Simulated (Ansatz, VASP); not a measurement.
## KBr: VASP beside Ansatz

```
K Br
1.0
     0.00000    3.29250    3.02910
     3.29250    0.00000    3.02910
     3.29250    3.29250    0.00000
K Br
1 1
Direct
  0.00000 0.00000 0.00000
  0.50000 0.50000 0.50000
```

Change from the starting cell: strain +0.000 along x and y, -0.080 along z, atoms carried along.

Alike in both runs: task single point; functional PBE; k mesh 6 × 6 × 6; occupations gaussian, width 0.05 eV; no spin polarisation.

```csv
,VASP,Ansatz
version,VASP 6.6.1,Ansatz 0.2.0
potentials or method,"VASP PAW PBE potentials, release 64 (K_sv, Br), cutoff 520 eV","scalar-relativistic, plane waves, PAW"
valence electrons in the cell,16,16
```

Ansatz gave:

| Quantity | Value |
| --- | --- |
| gap on the k mesh at the Fermi level (eV) | 4.59 |
| least direct gap on the mesh (eV) | 4.59 |
| pressure (GPa) | 3.0 |
| traceless stress, the component that is largest in VASP (GPa) | 3.34 |

**Question.** Estimate VASP's values.

**Answer.** gap on the k mesh at the Fermi level (eV): 4.59; least direct gap on the mesh (eV): 4.59; pressure (GPa): 3.1; traceless stress, the component that is largest in VASP (GPa): 3.39.

The functional is the same, so the differences come from potentials, cutoffs and numerics.
